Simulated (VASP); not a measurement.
A run of VASP 6.6.1 is set up as follows.

Contents of INCAR:

```
SYSTEM = HfN
  ALGO = Normal
  EDIFF = 1E-6
  ENCUT = 520
  GGA = PE
  ISIF = 2
  ISMEAR = 0
  LASPH = .True.
  LCHARG = .False.
  LREAL = .False.
  LWAVE = .False.
  NBANDS = 14
  NELM = 100
  PREC = Accurate
  SIGMA = 0.02
```

KPOINTS

```
k-points
0
Gamma
  9 9 9
  0 0 0
```

The input POSCAR:

```
HfN
1.0
    0.0000000000      2.4548220000      2.4548220000
    2.4548220000      0.0000000000      2.4548220000
    2.4548220000      2.4548220000      0.0000000000
Hf N
1 1
Direct
    0.0000000000      0.0000000000      0.0000000000
    0.2500000000      0.2500000000      0.2500000000
```

Potentials or basis: VASP PAW PBE potentials, release 64 (Hf_pv, N).

The run is started by

```sh
$ cat potpaw_PBE.64/Hf_pv/POTCAR potpaw_PBE.64/N/POTCAR > POTCAR
$ mpirun -np 1 vasp_std > vasp.out
```

Task: Predict the pressure.

Result: -0.3 GPa.

Task: Predict the band gap on the k mesh.

Result: Zero (an odd number of electrons rules out a gap without spin polarisation).

Caveat: spin-orbit coupling is left out, which moves the levels of the heavy elements.
